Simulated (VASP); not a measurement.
# Ti2O (P1) in VASP: a series of runs

Runs on Ti2O. Level: LDA. Tasks: single point.

Everything below comes from runs of VASP 6.6.1. Logs are shortened: lines on timing, memory, paths and dates and some standing lists are left out, and cuts for length are marked.

## 1. The cell of the first run

The typed cell holds 3 atoms: a = 2.919 Å, b = 2.919 Å, c = 4.713 Å, α = 90.00°, β = 90.00°, γ = 120.00°.

## 2. Single point, LDA

Input file INCAR:

```
PREC = Accurate ; ENCUT = 520
EDIFF = 1E-6 ; ISMEAR = 1
SIGMA = 0.1 ; LREAL = False
LASPH = True ; NELM = 100
ALGO = Normal ; ISIF = 2
LWAVE = False ; LCHARG = False
GGA = CA ; NBANDS = 22
```

Input file KPOINTS:

```
Automatic mesh
0
Gamma
  7 7 4
```

Input file POSCAR:

```
Ti2O
1.0
    2.9194000000      0.0000000000      0.0000000000
   -1.4597000000      2.5282750000      0.0000000000
    0.0000000000      0.0000000000      4.7130000000
Ti O
2 1
Direct
    0.6641428533      0.3317998752      0.2661457479
    0.3236045263      0.6754378452      0.7347359451
   -0.0053379319     -0.0009152783      0.0030142396
```

Potentials or basis: VASP PAW LDA potentials, release 64 (Ti_sv, O).

The run is started by

```console
> cat potpaw_LDA.64/Ti_sv/POTCAR potpaw_LDA.64/O/POTCAR > POTCAR
> mpirun -np 1 vasp_std > vasp.out
```

OUTCAR:

```text
PREC = Accurate
   ENCUT = 520
   EDIFF = 1E-6
   ISMEAR = 1
   LREAL = False
   LASPH = True
   NELM = 100
   ISIF = 2
   GGA = CA

 ion  position               nearest neighbor table
   1  0.664  0.332  0.266-   3 2.09   3 2.09   3 2.10   2 2.76   2 2.77   2 2.81
   2  0.324  0.675  0.735-   3 2.08   3 2.12   3 2.13   1 2.76   1 2.77   1 2.81
   3  0.995  0.999  0.003-   2 2.08   1 2.09   1 2.09   1 2.10   2 2.12   2 2.13

  LATTYP: Found a hexagonal cell.
 ALAT       =     2.9194000000
 C/A-ratio  =     1.6143728163

  Lattice vectors:

 A1 = (   2.9194000000,   0.0000000000,   0.0000000000)
 A2 = (  -1.4597000000,   2.5282750000,   0.0000000000)
 A3 = (   0.0000000000,   0.0000000000,   4.7130000000)

Analysis of symmetry for initial positions (statically):
=====================================================================
 Subroutine PRICEL returns:
 Original cell was already a primitive cell.

 Routine SETGRP: Setting up the symmetry group for a
 hexagonal supercell.

 Subroutine GETGRP returns: Found  1 space group operations
 (whereof  1 operations were pure point group operations)
 out of a pool of 24 trial point group operations.

The static configuration has the point symmetry C_1 .

Analysis of symmetry for dynamics (positions and initial velocities):
=====================================================================
 Subroutine PRICEL returns:
 Original cell was already a primitive cell.

 Routine SETGRP: Setting up the symmetry group for a
 hexagonal supercell.

 Subroutine GETGRP returns: Found  1 space group operations
 (whereof  1 operations were pure point group operations)
 out of a pool of 24 trial point group operations.

The dynamic configuration has the point symmetry C_1 .

 Subroutine INISYM returns: Found  1 space group operations
 (whereof  1 operations are pure point group operations),
 and found     1 'primitive' translations

----------------------------------------------------------------------------------------

                                     Primitive cell

  volume of cell :      34.7869

  direct lattice vectors                    reciprocal lattice vectors
     2.919400000  0.000000000  0.000000000     0.342536138  0.197763297  0.000000000
    -1.459700000  2.528275000  0.000000000     0.000000000  0.395526594  0.000000000
     0.000000000  0.000000000  4.713000000     0.000000000  0.000000000  0.212179079

  length of vectors
     2.919400000  2.919400378  4.713000000     0.395526645  0.395526594  0.212179079

  position of ions in fractional coordinates (direct lattice)
     0.664142853  0.331799875  0.266145748
     0.323604526  0.675437845  0.734735945
     0.994662068  0.999084722  0.003014240

  ion indices of the primitive-cell ions
   primitive index   ion index
                 1           1
                 2           2
                 3           3

----------------------------------------------------------------------------------------

 KPOINTS: Automatic mesh

Automatic generation of k-mesh.
 Grid dimensions read from file:
 generate k-points for:    7    7    4

 Generating k-lattice:

  Cartesian coordinates                     Fractional coordinates (reciprocal lattice)
     0.048933734  0.028251900  0.000000000     0.142857143 -0.000000000  0.000000000
     0.000000000  0.056503799  0.000000000     0.000000000  0.142857143  0.000000000
     0.000000000  0.000000000  0.053044770     0.000000000  0.000000000  0.250000000

  Length of vectors
     0.056503806  0.056503799  0.053044770

  Shift w.r.t. Gamma in fractional coordinates (k-lattice)
     0.000000000  0.000000000  0.000000000

 Subroutine IBZKPT returns following result:
 ===========================================

 Found     99 irreducible k-points:

 Following reciprocal coordinates:
            Coordinates               Weight
  0.000000  0.000000  0.000000      1.000000
  0.142857  0.000000  0.000000      2.000000
  0.000000  0.142857  0.000000      2.000000
 -0.142857  0.142857  0.000000      2.000000
  0.285714  0.000000  0.000000      2.000000
  0.000000  0.285714  0.000000      2.000000
[... 16 lines left out ...]
  0.285714  0.285714  0.000000      2.000000
 -0.285714 -0.428571  0.000000      2.000000
 [... further k-points ...]
   k-points           NKPTS =     99   k-points in BZ     NKDIM =     99   number of bands    NBANDS=     22
   number of dos      NEDOS =    301   number of ions     NIONS =      3
   total plane-waves  NPLWV =  20736
   dimension x,y,z NGX =    24 NGY =   24 NGZ =   36
   dimension x,y,z NGXF=    48 NGYF=   48 NGZF=   72
   ions per type =               2   1
   NGX,Y,Z   is equivalent  to a cutoff of  13.67, 13.67, 12.70 a.u.
   NGXF,Y,Z  is equivalent  to a cutoff of  27.33, 27.33, 25.40 a.u.
 SYSTEM =  unknown system
   PREC   = accura    normal or accurate (medium, high low for compatibility)
   ISTART =      0    job   : 0-new  1-cont  2-samecut
   ICHARG =      2    charge: 1-file 2-atom 10-const
   ISPIN  =      1    spin polarized calculation?
   LNONCOLLINEAR =      F non collinear calculations
   LSORBIT =      F    spin-orbit coupling
   LASPH  =      T    aspherical Exc in radial PAW
   ENCUT  =  520.0 eV  38.22 Ry    6.18 a.u.   5.43  5.43  8.76*2*pi/ulx,y,z
   NELM   =    100;   NELMIN=  2; NELMDL= -5     # of ELM steps
   EDIFF  = 0.1E-05   stopping-criterion for ELM
   LREAL  =      F    real-space projection
   EDIFFG = 0.1E-04   stopping-criterion for IOM
   NSW    =      0    number of steps for IOM
   IBRION =     -1    ionic relax: 0-MD 1-quasi-New 2-CG
   NFREE  =      0    steps in history (QN), initial steepest desc. (CG)
   ISIF   =      2    stress and relaxation
   ISYM   =      2    0-nonsym 1-usesym 2-fastsym
   POTIM  = 0.5000    time-step for ionic-motion
   TEBEG  =    0.0;   TEEND  =   0.0 temperature during run
   PSTRESS=    0.0 pullay stress
   NELECT =      30.0000    total number of electrons
   NUPDOWN=      -1.0000    fix difference up-down
   EMIN   =  10.00;   EMAX   =-10.00  energy-range for DOS
   EFERMI =   0.00;   METHOD = LEGACY
   ISMEAR =     1;   SIGMA  =   0.10  broadening in eV -4-tet -1-fermi 0-gaus
   EFERMI_NEDOS =   21; number of points for ismear=-14 and -15
   IALGO  =     38    algorithm
   IMIX   =      4    mixing-type and parameters
     AMIX     =   0.40;   BMIX     =  1.00
     AMIX_MAG =   1.60;   BMIX_MAG =  1.00
  volume/ion in A,a.u.               =      11.60        78.25
  Fermi-wavevector in a.u.,A,eV,Ry     =   1.558273  2.944708 33.037855  2.428214
  Thomas-Fermi vector in A             =   2.661801
   LORBIT       =      0    0 simple, 1 ext, 2 COOP (PROOUT), +10 PAW based schemes
   GGA     = CA    functional components
   LHFCALC =     F    Hartree Fock is set to
   AEXX    =    0.0000 exact exchange contribution
   IVDW    =     0    specifies the selected vdW correction
   LEPSILON=     F    determine dielectric tensor
   LRPA    =     F    only Hartree local field effects (RPA)
 non-spin polarized calculation
 Methfessel and Paxton  Order N= 1 SIGMA  =   0.10
  energy-cutoff  :      520.00
  volume of cell :       34.79
 maximum number of plane-waves:       966
 NGX is ok and might be reduce to    24
   NGX = 11   NGY = 11   NGZ = 17

 number of electron      29.9999995 magnetization

 Free energy of the ion-electron system (eV)
  ---------------------------------------------------
  ext. energy  EPLUGINS =         0.00000000
  ---------------------------------------------------
  free energy    TOTEN  =       -28.73451995 eV

  energy without entropy =      -28.73441278  energy(sigma->0) =      -28.73448423

 E-fermi :  10.2082     XC(G=0): -12.8876

 val. band max:       10.2062063682   @ k =   0.0000  -0.1429   0.2500
 cond. band min:      10.2129026796   @ k =   0.1429   0.0000   0.2500
 fundamental gap:      0.0066963114
 Fermi energy:        10.2082460395

 k-point     1 :       0.0000    0.0000    0.0000
  band No.  band energies     occupation
      1     -46.2680      2.00000
      2     -46.1095      2.00000
      3     -23.3906      2.00000
      4     -22.6141      2.00000
      5     -22.6034      2.00000
      6     -22.5193      2.00000
[... 14 lines left out ...]
     21      11.3982     -0.00000
     22      14.3240      0.00000

 k-point     2 :       0.1429    0.0000    0.0000
  band No.  band energies     occupation
      1     -46.2443      2.00000
      2     -46.1000      2.00000
      3     -23.3256      2.00000
      4     -22.7325      2.00000
      5     -22.6449      2.00000
      6     -22.6279      2.00000
[... 14 lines left out ...]
     21      12.1625     -0.00000
     22      13.6069      0.00000

 k-point     3 :       0.0000    0.1429    0.0000
  band No.  band energies     occupation
      1     -46.2442      2.00000
      2     -46.1001      2.00000
      3     -23.3254      2.00000
      4     -22.7331      2.00000
      5     -22.6442      2.00000
      6     -22.6269      2.00000
[... 14 lines left out ...]
     21      12.1482     -0.00000
     22      13.6009      0.00000

 k-point     4 :      -0.1429    0.1429    0.0000
  band No.  band energies     occupation
      1     -46.2447      2.00000
      2     -46.0995      2.00000
      3     -23.3276      2.00000
      4     -22.7281      2.00000
      5     -22.6502      2.00000
      6     -22.6348      2.00000
[... 14 lines left out ...]
     21      12.1439     -0.00000
     22      13.6682      0.00000

 k-point     5 :       0.2857    0.0000    0.0000
  band No.  band energies     occupation
      1     -46.1872      2.00000
      2     -46.0818      2.00000
      3     -23.1638      2.00000
      4     -23.0003      2.00000
      5     -22.8629      2.00000
      6     -22.7224      2.00000
[... 417 lines left out ...]
 k-point    22 :       0.4286    0.4286    0.0000
  band No.  band energies     occupation
      1     -46.1208      2.00000
      2     -46.0701      2.00000
      3     -23.2413      2.00000
      4     -23.0400      2.00000
      5     -22.9138      2.00000
      6     -22.8545      2.00000
[... 14 lines left out ...]
     21      13.4405      0.00000
     22      13.9231      0.00000

 k-point    23 :       0.2857    0.2857    0.0000
  band No.  band energies     occupation
      1     -46.1032      2.00000
      2     -46.0806      2.00000
      3     -23.1719      2.00000
      4     -22.9958      2.00000
      5     -22.9232      2.00000
      6     -22.8272      2.00000
[... 14 lines left out ...]
     21      13.4309      0.00000
     22      14.5624      0.00000

 k-point    24 :      -0.2857   -0.4286    0.0000
  band No.  band energies     occupation
      1     -46.1080      2.00000
      2     -46.0756      2.00000
      3     -23.1778      2.00000
      4     -22.9944      2.00000
      5     -22.9322      2.00000
      6     -22.8404      2.00000
[... 14 lines left out ...]
     21      13.4145      0.00000
     22      14.5520      0.00000

 [... further k-points ...]
[... 5 lines left out ...]
  --------------------------------------------------------------------------------------
  -------------------------------------------------------------------------------------
  Total        0.0336050      0.1159841     -0.3984673      0.0467817      0.0584966     -0.0905507
  in kB        1.5477457      5.3418754    -18.3521910      2.1546222      2.6941752     -4.1704904
  external PRESSURE =      -3.8208567 kB  Pullay stress =       0.0000000 kB

 VOLUME and BASIS-vectors are now :
 -----------------------------------------------------------------------------
  energy-cutoff  :      520.00
  volume of cell :       34.79
      direct lattice vectors                 reciprocal lattice vectors
     2.919400000  0.000000000  0.000000000     0.342536138  0.197763297  0.000000000
    -1.459700000  2.528275000  0.000000000     0.000000000  0.395526594  0.000000000
     0.000000000  0.000000000  4.713000000     0.000000000  0.000000000  0.212179079

 POSITION                                       TOTAL-FORCE (eV/Angst)
 -----------------------------------------------------------------------------------
      1.45457      0.83888      1.25434        -0.059061      0.019321     -0.131557
     -0.04121      1.70769      3.46281         0.153819     -0.132911      0.282843
      1.44545      2.52596      0.01421        -0.094758      0.113590     -0.151286
 -----------------------------------------------------------------------------------
    total drift:                               -0.000229     -0.000049      0.000238

  FREE ENERGIE OF THE ION-ELECTRON SYSTEM (eV)
  ---------------------------------------------------
  free  energy   TOTEN  =       -28.7345199531 eV

  energy  without entropy=      -28.7344127783  energy(sigma->0) =      -28.73448423
```

Wall time 1.7 min (1 thread of Intel Xeon 8259CL, shared host); peak memory 0.19 GiB.

What came out:

| Item | Value |
| --- | --- |
| Free energy | -28.7345 eV |
| Pressure | -0.4 GPa |
| Largest force | 0.348 eV/Å |
| Band gap on the k mesh | zero (bands 15 and 16 overlap by 0.50 eV) |

Forces on the atoms (eV/Å):
```
Ti  -0.059  0.019 -0.132
Ti   0.154 -0.133  0.283
O   -0.095  0.114 -0.151
```

(Continued in part 2 of 3.)
